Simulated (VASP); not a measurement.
TlB:

```
CELL_PARAMETERS angstrom
-2.13749 2.13749 2.34287
2.13749 -2.13749 2.34287
2.13749 2.13749 -2.34287
ATOMIC_POSITIONS crystal
Tl 0.50000 0.50000 0.00000
B 0.00000 0.00000 0.00000
```

Base run:

| Property | Result |
| --- | --- |
| Program | VASP 6.6.1 |
| Functional | r2SCAN |
| Potentials or basis | VASP PAW PBE potentials, release 64 (Tl_d, B) |
| Cutoff | 550 eV |
| k mesh | 7 × 7 × 7 |
| Occupations | fermi-dirac, width 0.05 eV |
| Spin | no spin polarisation |

Its results: pressure -5.6 GPa.

**Question.** The run is repeated on the same cell with these changes: spin from no spin polarisation to non-collinear spin, zero start, spin-orbit coupling; further incar settings from ALGO = Normal; EDIFF = 1e-06; NBANDS = 15 to ALGO = Normal; EDIFF = 1e-06; NBANDS = 28. What comes out?

**Answer.** Pressure -6.2 GPa; net moment 0.00 μB per cell.

Caveats: the cell stands under tension; the PAW data sets were made with another functional, which shifts forces and pressure a little.
